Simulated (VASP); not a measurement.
# Ru in VASP: notebook, part 2 of 2

VASP 6.6.1. The steps go on from the part before.

## Step 3: Single point, LDA (atoms displaced along a vibrational mode)

INCAR reads:

```
PREC     = Accurate       # precision mode
ENCUT    = 520            # plane-wave cutoff, eV
EDIFF    = 1E-6           # SCF threshold, eV
ISMEAR   = 0              # smearing method
SIGMA    = 0.15           # smearing width, eV
LREAL    = F              # projectors in reciprocal space
LASPH    = T              # aspherical terms in the spheres
NELM     = 60             # most SCF steps
ALGO     = Fast           # electronic algorithm
ISIF     = 2              # what is computed and relaxed
LWAVE    = F              # write WAVECAR
LCHARG   = F              # write CHGCAR
NBANDS   = 21             # bands
```

KPOINTS reads:

```
regular mesh
0
Gamma
  21 21 10
```

POSCAR reads:

```
Ru
1.0
    2.6740588025      0.0000000000      0.0000000000
   -1.3370294013      2.3158028542      0.0000000000
    0.0000000000      0.0000000000      4.2267610266
Ru
2
Direct
    0.3232504370      0.6465008741      0.2500000000
    0.6767495630      0.3534991259      0.7500000000
```

Potentials or basis: VASP PAW LDA potentials, release 64 (Ru_pv).

Launch:

```sh
$ cat potpaw_LDA.64/Ru_pv/POTCAR > POTCAR
$ mpirun -np 1 vasp_std > vasp.out
```

OUTCAR:

```text
PREC = Accurate
   ENCUT = 520
   EDIFF = 1E-6
   ISMEAR = 0
   LREAL = F
   LASPH = T
   NELM = 60
   ISIF = 2

 ion  position               nearest neighbor table
   1  0.323  0.647  0.250-   2 2.59   2 2.59   2 2.59   2 2.59   2 2.67   2 2.67
   2  0.677  0.353  0.750-   1 2.59   1 2.59   1 2.59   1 2.59   1 2.67   1 2.67

  LATTYP: Found a hexagonal cell.
 ALAT       =     2.6740588025
 C/A-ratio  =     1.5806537323

  Lattice vectors:
[... 764 lines left out ...]

 [... further k-points ...]

------------------------ aborting loop because EDIFF is reached ----------------------------------------

  FORCE on cell =-STRESS in cart. coord.  units (eV):
  Direction    XX          YY          ZZ          XY          YZ          ZX
  --------------------------------------------------------------------------------------
  -------------------------------------------------------------------------------------
  Total        0.5101142     -0.1052001      0.3090405      0.0000000      0.0000000      0.0000000
  in kB       31.2246649     -6.4394159     18.9167189      0.0000000      0.0000000      0.0000000
  external PRESSURE =      14.5673226 kB  Pullay stress =       0.0000000 kB

 VOLUME and BASIS-vectors are now :
 -----------------------------------------------------------------------------
  energy-cutoff  :      520.00
  volume of cell :       26.17
      direct lattice vectors                 reciprocal lattice vectors
     2.674058802  0.000000000  0.000000000     0.373963355  0.215907843  0.000000000
    -1.337029401  2.315802854  0.000000000     0.000000000  0.431815687  0.000000000
     0.000000000  0.000000000  4.226761027     0.000000000  0.000000000  0.236587778

 POSITION                                       TOTAL-FORCE (eV/Angst)
 -----------------------------------------------------------------------------------
     -0.00000      1.49717      1.05669        -0.000000      0.741347      0.000000
      1.33703      0.81863      3.17007         0.000000     -0.741347     -0.000000
 -----------------------------------------------------------------------------------
    total drift:                               -0.000000      0.000000     -0.000000

  FREE ENERGIE OF THE ION-ELECTRON SYSTEM (eV)
  ---------------------------------------------------
  free  energy   TOTEN  =       -21.3626779496 eV

  energy  without entropy=      -21.3435861899  energy(sigma->0) =      -21.35313207
```

OSZICAR:

```text
N       E                     dE             d eps       ncg     rms          rms(c)
DAV:   1     0.287140948833E+03    0.28714E+03   -0.17494E+04 30540   0.149E+03
DAV:   2    -0.168011350272E+02   -0.30394E+03   -0.29450E+03 31252   0.448E+02
DAV:   3    -0.227611021844E+02   -0.59600E+01   -0.59234E+01 36057   0.704E+01
DAV:   4    -0.228058252588E+02   -0.44723E-01   -0.44646E-01 37859   0.586E+00
DAV:   5    -0.228063847919E+02   -0.55953E-03   -0.55538E-03 34478   0.594E-01    0.201E+01
RMM:   6    -0.214710219498E+02    0.13354E+01   -0.28876E+00 31163   0.140E+01    0.557E+00
RMM:   7    -0.213732324905E+02    0.97789E-01   -0.38295E-01 33402   0.440E+00    0.115E+00
RMM:   8    -0.213637496454E+02    0.94828E-02   -0.24904E-02 34606   0.155E+00    0.550E-01
RMM:   9    -0.213626397536E+02    0.11099E-02   -0.29646E-03 34988   0.515E-01    0.616E-02
RMM:  10    -0.213626717291E+02   -0.31975E-04   -0.49069E-04 35843   0.222E-01    0.294E-02
RMM:  11    -0.213626772933E+02   -0.55643E-05   -0.65238E-05 37795   0.545E-02    0.788E-03
RMM:  12    -0.213626779496E+02   -0.65630E-06   -0.93757E-06 33685   0.209E-02
   1 F= -.21362678E+02 E0= -.21353132E+02  d E =-.190918E-01
```

It took 2.5 min on 1 thread of Intel Xeon Platinum 8559C (Emerald Rapids), shared host; peak memory 0.38 GiB.

Results:

- Free energy: -21.3627 eV
- Pressure: 1.5 GPa
- Largest force: 0.741 eV/Å
- Band gap on the k mesh: zero (bands 14 and 15 overlap by 3.37 eV)

Forces in eV/Å, atoms in the order of the input:
```
Ru   0.000  0.741  0.000
Ru   0.000 -0.741  0.000
```

Caveat: the cell differs from its parent crystal (atoms displaced along a vibrational mode).

## Step 4: Single point, LDA (atoms displaced along a vibrational mode)

INCAR reads:

```
SYSTEM = Ru
PREC = Accurate
ENCUT = 520
EDIFF = 1E-6
ISMEAR = 0
SIGMA = 0.15
LREAL = .False.
LASPH = .True.
NELM = 100
ALGO = Fast
ISIF = 2
LWAVE = .False.
LCHARG = .False.
GGA = CA
NBANDS = 21
```

KPOINTS reads:

```
Automatic mesh
0
Gamma
  21 21 10
  0 0 0
```

POSCAR reads:

```
Ru
1.0
    2.6740588025      0.0000000000      0.0000000000
   -1.3370294013      2.3158028542      0.0000000000
    0.0000000000      0.0000000000      4.2267610266
Ru
2
Direct
    0.3434162296      0.6868324592      0.2500000000
    0.6565837704      0.3131675408      0.7500000000
```

Launch:

```sh
$ cat potpaw_LDA.64/Ru_pv/POTCAR > POTCAR
$ mpirun -np 1 vasp_std > vasp.out
```

Wall time 2.6 min (1 thread of Intel Xeon Platinum 8559C (Emerald Rapids), shared host); peak memory 0.38 GiB.

It converged, with:

```
Free energy            : -21.3637 eV
Pressure               : 1.5 GPa
Largest force          : 0.707 eV/Å
Band gap on the k mesh : zero (bands 14 and 15 overlap by 3.23 eV)
```

Forces in eV/Å, atoms in the order of the input:
```
Ru   0.000 -0.707  0.000
Ru   0.000  0.707  0.000
```

Stress tensor (GPa, compression positive):
```
-0.53  0.00  0.00
 0.00  3.10  0.00
 0.00  0.00  1.92
```

Levels at points of the mesh, in eV from the Fermi level:
| k point | band 11 | band 12 | band 13 | band 14 | band 15 | band 16 | band 17 | band 18 |
| --- | --- | --- | --- | --- | --- | --- | --- | --- |
| (0.00, 0.00, 0.00) | -2.68 | -2.15 | -1.86 | -1.77 | -1.18 | 0.90 | 1.34 | 1.57 |
| (0.00, 0.00, 0.50) | -2.92 | -2.92 | -2.81 | -2.81 | 0.45 | 0.45 | 0.69 | 0.69 |

Caveat: the cell differs from its parent crystal (atoms displaced along a vibrational mode).

## Step 5: The runs side by side

```tsv
cell	gap on the mesh (eV)	pressure (GPa)	largest force (eV/Å)
as given, atomic positions A	none	1.0	-
as given, atomic positions B	none	1.5	0.74
as given, atomic positions C	none	1.5	0.71
```

Alike in all rows: task single point; level LDA; potentials or basis VASP PAW LDA potentials, release 64 (Ru_pv); no spin polarisation; k mesh 21 × 21 × 10; cutoff (eV) 520; smearing gaussian 0.15 eV.

Total energies depend on the potentials used, so only differences within one code and one set of settings carry meaning.
